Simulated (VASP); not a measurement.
A run of VASP 6.6.1 is set up as follows.

INCAR

```
ALGO = Normal
EDIFF = 1E-6
ENCUT = 520
GGA = PE
ISIF = 2
ISMEAR = 0
LASPH = T
LCHARG = F
LREAL = F
LWAVE = F
NBANDS = 16
NELM = 100
PREC = Accurate
SIGMA = 0.1
```

File KPOINTS:

```
k-points
0
Gamma
  15 15 15
```

POSCAR

```
CsOs
1.0
    1.5388215615      0.8884390428      6.1509060348
   -1.5388215615      0.8884390428      6.1509060348
    0.0000000000     -1.7768780856      6.1509060348
Cs Os
1 1
Direct
    0.5000000000      0.5000000000      0.5000000000
    0.0000000000      0.0000000000      0.0000000000
```

Potentials or basis: VASP PAW PBE potentials, release 64 (Cs_sv, Os).

Run with:

```sh
$ cat potpaw_PBE.64/Cs_sv/POTCAR potpaw_PBE.64/Os/POTCAR > POTCAR
$ mpirun -np 1 vasp_std > vasp.out
```

(1) Estimate the pressure.

(2) Estimate the band gap on the k mesh.

Answers

(1) 0.7 GPa.

(2) zero (an odd number of electrons rules out a gap without spin polarisation).

Caveat: spin-orbit coupling is left out, which moves the levels of the heavy elements.
